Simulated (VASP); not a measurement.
# KI (Fm-3m) in VASP: further runs, part 2 of 2

VASP 6.6.1.

## 3. Single point, PBE

Input file INCAR:

```
SYSTEM = KI
  PREC = Accurate
  ENCUT = 500
  EDIFF = 1E-6
  ISMEAR = 0
  SIGMA = 0.01
  LREAL = .False.
  LASPH = .True.
  NELM = 120
  ALGO = Normal
  ISIF = 2
  LWAVE = .False.
  LCHARG = .True.
  GGA = PE
  LELF = .True.
  LVHAR = .True.
  NBANDS = 15
  GGA_COMPAT = .False.
```

Input file KPOINTS:

```
regular mesh
0
Gamma
  2 2 2
  0 0 0
```

Input file POSCAR:

```
KI
1.0
    0.0000000000      3.5442850250      3.5442850250
    3.5442850250      0.0000000000      3.5442850250
    3.5442850250      3.5442850250      0.0000000000
K I
1 1
Direct
    0.0000000000      0.0000000000      0.0000000000
    0.5000000000      0.5000000000      0.5000000000
```

Potentials or basis: VASP PAW PBE potentials, release 64 (K_sv, I).

Started as:

```sh
> cat potpaw_PBE.64/K_sv/POTCAR potpaw_PBE.64/I/POTCAR > POTCAR
> mpirun -np 1 vasp_std > vasp.out
```

OUTCAR:

```text
SYSTEM = KI
   PREC = Accurate
   ENCUT = 500
   EDIFF = 1E-6
   ISMEAR = 0
   LREAL = .False.
   LASPH = .True.
   NELM = 120
   ISIF = 2
   GGA = PE

 ion  position               nearest neighbor table
   1  0.000  0.000  0.000-   2 3.54   2 3.54   2 3.54   2 3.54   2 3.54   2 3.54
   2  0.500  0.500  0.500-   1 3.54   1 3.54   1 3.54   1 3.54   1 3.54   1 3.54

  LATTYP: Found a face centered cubic cell.
 ALAT       =     7.0885700500

  Lattice vectors:

 A1 = (   0.0000000000,   3.5442850250,   3.5442850250)
 A2 = (   3.5442850250,   0.0000000000,   3.5442850250)
 A3 = (   3.5442850250,   3.5442850250,   0.0000000000)

Analysis of symmetry for initial positions (statically):
=====================================================================
 Subroutine PRICEL returns:
 Original cell was already a primitive cell.

 Routine SETGRP: Setting up the symmetry group for a
 face centered cubic supercell.

 Subroutine GETGRP returns: Found 48 space group operations
 (whereof 48 operations were pure point group operations)
 out of a pool of 48 trial point group operations.

The static configuration has the point symmetry O_h .

Analysis of symmetry for dynamics (positions and initial velocities):
=====================================================================
 Subroutine PRICEL returns:
 Original cell was already a primitive cell.

 Routine SETGRP: Setting up the symmetry group for a
 face centered cubic supercell.

 Subroutine GETGRP returns: Found 48 space group operations
 (whereof 48 operations were pure point group operations)
 out of a pool of 48 trial point group operations.

The dynamic configuration has the point symmetry O_h .

 Subroutine INISYM returns: Found 48 space group operations
 (whereof 48 operations are pure point group operations),
 and found     1 'primitive' translations

----------------------------------------------------------------------------------------

                                     Primitive cell

  volume of cell :      89.0463

  direct lattice vectors                    reciprocal lattice vectors
     0.000000000  3.544285025  3.544285025    -0.141072176  0.141072176  0.141072176
     3.544285025  0.000000000  3.544285025     0.141072176 -0.141072176  0.141072176
     3.544285025  3.544285025  0.000000000     0.141072176  0.141072176 -0.141072176

  length of vectors
     5.012375951  5.012375951  5.012375951     0.244344176  0.244344176  0.244344176

  position of ions in fractional coordinates (direct lattice)
     0.000000000  0.000000000  0.000000000
     0.500000000  0.500000000  0.500000000

  ion indices of the primitive-cell ions
   primitive index   ion index
                 1           1
                 2           2

----------------------------------------------------------------------------------------

 KPOINTS: regular mesh

Automatic generation of k-mesh.
 Grid dimensions read from file:
 generate k-points for:    2    2    2

 Generating k-lattice:

  Cartesian coordinates                     Fractional coordinates (reciprocal lattice)
    -0.070536088  0.070536088  0.070536088     0.500000000  0.000000000  0.000000000
     0.070536088 -0.070536088  0.070536088     0.000000000  0.500000000  0.000000000
     0.070536088  0.070536088 -0.070536088     0.000000000  0.000000000  0.500000000

  Length of vectors
     0.122172088  0.122172088  0.122172088

  Shift w.r.t. Gamma in fractional coordinates (k-lattice)
     0.000000000  0.000000000  0.000000000

 Subroutine IBZKPT returns following result:
 ===========================================

 Found      3 irreducible k-points:

 Following reciprocal coordinates:
            Coordinates               Weight
  0.000000  0.000000  0.000000      1.000000
  0.500000  0.000000  0.000000      4.000000
  0.500000  0.500000  0.000000      3.000000
   k-points           NKPTS =      3   k-points in BZ     NKDIM =      3   number of bands    NBANDS=     15
   number of dos      NEDOS =    301   number of ions     NIONS =      2
   total plane-waves  NPLWV =  64000
   dimension x,y,z NGX =    40 NGY =   40 NGZ =   40
   dimension x,y,z NGXF=    80 NGYF=   80 NGZF=   80
   ions per type =               1   1
   NGX,Y,Z   is equivalent  to a cutoff of  13.27, 13.27, 13.27 a.u.
   NGXF,Y,Z  is equivalent  to a cutoff of  26.53, 26.53, 26.53 a.u.
 SYSTEM =  KI
   PREC   = accura    normal or accurate (medium, high low for compatibility)
   ISTART =      0    job   : 0-new  1-cont  2-samecut
   ICHARG =      2    charge: 1-file 2-atom 10-const
   ISPIN  =      1    spin polarized calculation?
   LNONCOLLINEAR =      F non collinear calculations
   LSORBIT =      F    spin-orbit coupling
   LASPH  =      T    aspherical Exc in radial PAW
   ENCUT  =  500.0 eV  36.75 Ry    6.06 a.u.   9.14  9.14  9.14*2*pi/ulx,y,z
   NELM   =    120;   NELMIN=  2; NELMDL= -5     # of ELM steps
   EDIFF  = 0.1E-05   stopping-criterion for ELM
   LREAL  =      F    real-space projection
   EDIFFG = 0.1E-04   stopping-criterion for IOM
   NSW    =      0    number of steps for IOM
   IBRION =     -1    ionic relax: 0-MD 1-quasi-New 2-CG
   NFREE  =      0    steps in history (QN), initial steepest desc. (CG)
   ISIF   =      2    stress and relaxation
   ISYM   =      2    0-nonsym 1-usesym 2-fastsym
   POTIM  = 0.5000    time-step for ionic-motion
   TEBEG  =    0.0;   TEEND  =   0.0 temperature during run
   PSTRESS=    0.0 pullay stress
   NELECT =      16.0000    total number of electrons
   NUPDOWN=      -1.0000    fix difference up-down
   EMIN   =  10.00;   EMAX   =-10.00  energy-range for DOS
   EFERMI =   0.00;   METHOD = LEGACY
   ISMEAR =     0;   SIGMA  =   0.01  broadening in eV -4-tet -1-fermi 0-gaus
   EFERMI_NEDOS =   21; number of points for ismear=-14 and -15
   IALGO  =     38    algorithm
   IMIX   =      4    mixing-type and parameters
     AMIX     =   0.40;   BMIX     =  1.00
     AMIX_MAG =   1.60;   BMIX_MAG =  1.00
  volume/ion in A,a.u.               =      44.52       300.46
  Fermi-wavevector in a.u.,A,eV,Ry     =   0.923796  1.745722 11.611205  0.853399
  Thomas-Fermi vector in A             =   2.049472
   LORBIT       =      0    0 simple, 1 ext, 2 COOP (PROOUT), +10 PAW based schemes
   GGA     = PE    functional components
   LHFCALC =     F    Hartree Fock is set to
   AEXX    =    0.0000 exact exchange contribution
   IVDW    =     0    specifies the selected vdW correction
   LEPSILON=     F    determine dielectric tensor
   LRPA    =     F    only Hartree local field effects (RPA)
 non-spin polarized calculation
 Gauss-broadening in eV      SIGMA  =   0.01
  energy-cutoff  :      500.00
  volume of cell :       89.05
 maximum number of plane-waves:      2276
 NGX is ok and might be reduce to    40
   NGX = 19   NGY = 19   NGZ = 19

 number of electron      15.9999999 magnetization

 Free energy of the ion-electron system (eV)
  ---------------------------------------------------
  ext. energy  EPLUGINS =         0.00000000
  ---------------------------------------------------
  free energy    TOTEN  =        -5.41316133 eV

  energy without entropy =       -5.41316133  energy(sigma->0) =       -5.41316133

 E-fermi :  -0.3069     XC(G=0):  -7.0971

 val. band max:       -0.3784487793   @ k =   0.0000   0.0000   0.0000
 cond. band min:       3.5304234187   @ k =   0.0000   0.0000   0.0000
 fundamental gap:      3.9088721980
 Fermi energy:        -0.3069345120

 k-point     1 :       0.0000    0.0000    0.0000
  band No.  band energies     occupation
      1     -29.0196      2.00000
      2     -12.5042      2.00000
      3     -12.5042      2.00000
      4     -12.5042      2.00000
      5     -10.8415      2.00000
      6      -0.3784      2.00000
      7      -0.3784      2.00000
      8      -0.3784      2.00000
      9       3.5304      0.00000
     10       6.0611      0.00000
     11       6.0611      0.00000
     12       6.0611      0.00000
     13       6.7574      0.00000
     14       6.7574      0.00000
     15       9.3920      0.00000

 k-point     2 :       0.5000    0.0000    0.0000
  band No.  band energies     occupation
      1     -29.0177      2.00000
      2     -12.6331      2.00000
      3     -12.5066      2.00000
      4     -12.5066      2.00000
      5     -10.5834      2.00000
      6      -1.6901      2.00000
      7      -0.7111      2.00000
      8      -0.7111      2.00000
      9       5.1060      0.00000
     10       7.2721      0.00000
     11       7.6983      0.00000
     12       7.6983      0.00000
     13       8.2268      0.00000
     14       8.2268      0.00000
     15       8.8208      0.00000

 k-point     3 :       0.5000    0.5000    0.0000
  band No.  band energies     occupation
      1     -29.0171      2.00000
      2     -12.5469      2.00000
      3     -12.5215      2.00000
      4     -12.5215      2.00000
      5     -10.6999      2.00000
      6      -1.3712      2.00000
      7      -0.7441      2.00000
      8      -0.7441      2.00000
      9       4.5287      0.00000
     10       5.3062      0.00000
     11       7.6231      0.00000
     12       8.2190      0.00000
     13       8.3820      0.00000
     14       9.1135      0.00000
     15       9.1135      0.00000

------------------------ aborting loop because EDIFF is reached ----------------------------------------

  FORCE on cell =-STRESS in cart. coord.  units (eV):
  Direction    XX          YY          ZZ          XY          YZ          ZX
  --------------------------------------------------------------------------------------
  -------------------------------------------------------------------------------------
  Total        0.6272719      0.6272719      0.6272719      0.0000000      0.0000000     -0.0000000
  in kB       11.2862721     11.2862721     11.2862721      0.0000000      0.0000000     -0.0000000
  external PRESSURE =      11.2862721 kB  Pullay stress =       0.0000000 kB

 VOLUME and BASIS-vectors are now :
 -----------------------------------------------------------------------------
  energy-cutoff  :      500.00
  volume of cell :       89.05
      direct lattice vectors                 reciprocal lattice vectors
     0.000000000  3.544285025  3.544285025    -0.141072176  0.141072176  0.141072176
     3.544285025  0.000000000  3.544285025     0.141072176 -0.141072176  0.141072176
     3.544285025  3.544285025  0.000000000     0.141072176  0.141072176 -0.141072176

 POSITION                                       TOTAL-FORCE (eV/Angst)
 -----------------------------------------------------------------------------------
      0.00000      0.00000      0.00000        -0.000000     -0.000000     -0.000000
      3.54429      3.54429      3.54429         0.000000      0.000000      0.000000
 -----------------------------------------------------------------------------------
    total drift:                                0.000000     -0.000000     -0.000000

  FREE ENERGIE OF THE ION-ELECTRON SYSTEM (eV)
  ---------------------------------------------------
  free  energy   TOTEN  =        -5.4131613305 eV

  energy  without entropy=       -5.4131613305  energy(sigma->0) =       -5.41316133
```

OSZICAR:

```text
N       E                     dE             d eps       ncg     rms          rms(c)
DAV:   1     0.866604315378E+02    0.86660E+02   -0.60017E+03    90   0.846E+02
DAV:   2    -0.341799034709E+00   -0.87002E+02   -0.81109E+02   118   0.216E+02
DAV:   3    -0.529148232240E+01   -0.49497E+01   -0.49344E+01   118   0.429E+01
DAV:   4    -0.551827929918E+01   -0.22680E+00   -0.22677E+00   143   0.884E+00
DAV:   5    -0.552002903997E+01   -0.17497E-02   -0.17497E-02   118   0.812E-01    0.303E+00
DAV:   6    -0.541203494218E+01    0.10799E+00   -0.13146E-01    90   0.176E+00    0.220E+00
DAV:   7    -0.540505979183E+01    0.69752E-02   -0.15337E-01   111   0.178E+00    0.901E-01
DAV:   8    -0.541250525037E+01   -0.74455E-02   -0.13174E-02    90   0.728E-01    0.134E-01
DAV:   9    -0.541288180329E+01   -0.37655E-03   -0.94804E-04   118   0.153E-01    0.623E-02
DAV:  10    -0.541313659648E+01   -0.25479E-03   -0.26590E-04    98   0.950E-02    0.114E-02
DAV:  11    -0.541316069979E+01   -0.24103E-04   -0.30571E-05    97   0.307E-02    0.144E-02
DAV:  12    -0.541316133048E+01   -0.63069E-06   -0.33203E-06    82   0.114E-02
   1 F= -.54131613E+01 E0= -.54131613E+01  d E =-.130113E-24
```

Run time: 15 s. Hardware: 1 thread of Intel Xeon 8259CL, shared host; peak memory 0.23 GiB.

What came out:

| Quantity | Value |
| --- | --- |
| Free energy | -5.4132 eV |
| Pressure | 1.1 GPa |
| Band gap on the k mesh | 3.91 eV, direct |

Caveat: the k points lie up to 0.77 Å⁻¹ apart; spin-orbit coupling is left out, which moves the levels of the heavy elements. A hybrid or GW would open this gap; PBE tends to underestimate it.
